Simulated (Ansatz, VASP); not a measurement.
**AlN: VASP beside Ansatz**

```
CELL_PARAMETERS angstrom
3.11682 0.00000 0.00000
-1.55841 2.69925 0.00000
0.00000 0.00000 4.72878
ATOMIC_POSITIONS crystal
Al 0.33333 0.66667 0.75000
Al 0.66667 0.33333 0.25000
N 0.33333 0.66667 0.25000
N 0.66667 0.33333 0.75000
```

Alike in both runs: task single point; functional LDA; k mesh 12 × 12 × 6; occupations fermi-dirac, width 0.2 eV; no spin polarisation.

```csv
,VASP,Ansatz
version,VASP 6.6.1,Ansatz 0.2.0
potentials or method,"VASP PAW LDA potentials, release 64 (Al, N), cutoff 600 eV","scalar-relativistic, plane waves, PAW"
valence electrons in the cell,16,16
```

Ansatz gave:

| Item | Value |
| --- | --- |
| gap on the k mesh at the Fermi level (eV) | 3.04 |
| least direct gap on the mesh (eV) | 3.04 |
| pressure (GPa) | 6.9 |
| traceless stress, the component that is largest in VASP (GPa) | -19.81 |

Question: Estimate VASP's values.

Answer: gap on the k mesh at the Fermi level (eV): 3.05; least direct gap on the mesh (eV): 3.05; pressure (GPa): 7.6; traceless stress, the component that is largest in VASP (GPa): -20.64.

LDA's correlation is that of Perdew and Zunger in VASP and of Perdew and Wang (1992) in Ansatz.
